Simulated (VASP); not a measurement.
MoS2, 3 atoms in the cell. Symmetry: P-3m1, No. 164, trigonal system. Conventional cell: a = 3.227 Å, b = 3.227 Å, c = 6.312 Å, α = 90.00°, β = 90.00°, γ = 120.00°. Mo (site symmetry -3m) has 6 S at 2.42 Å and 6 Mo at 3.23 Å within 3.3 Å. Within 3.3 Å of S (site symmetry 3m) lie 3 Mo at 2.42 Å and 6 S at 3.23 Å. 

```yaml
Program: VASP 6.6.1
Task: relaxation of cell and atoms
Functional: PBEsol
Dispersion: D3(BJ)
Potentials_or_basis: VASP PAW PBE potentials, release 64 (Mo_sv, S)
Cutoff: 600 eV
k_mesh: 9 × 9 × 4
Occupations: fermi-dirac, width 0.05 eV
Spin: no spin polarisation
Dipole_correction: no
Further_INCAR_settings: ALGO = Normal; EDIFF = 1e-07; IBRION = 2; EDIFFG = -0.01; NSW = 60; ISIF = 3
```

Potentials or basis: VASP PAW PBE potentials, release 64 (Mo_sv, S).

The run is started by

```console
$ cat potpaw_PBE.64/Mo_sv/POTCAR potpaw_PBE.64/S/POTCAR > POTCAR
$ mpirun -np 1 vasp_std > vasp.out
```

Hardware: 1 thread of Intel Xeon 8259CL, on a shared host.

Question: How long does it take, and how much memory?

Answer: It took 24 min on 1 thread of Intel Xeon 8259CL (shared host), peak memory 0.25 GiB. Counts: scf iterations 312, k points 43, ion steps 35.
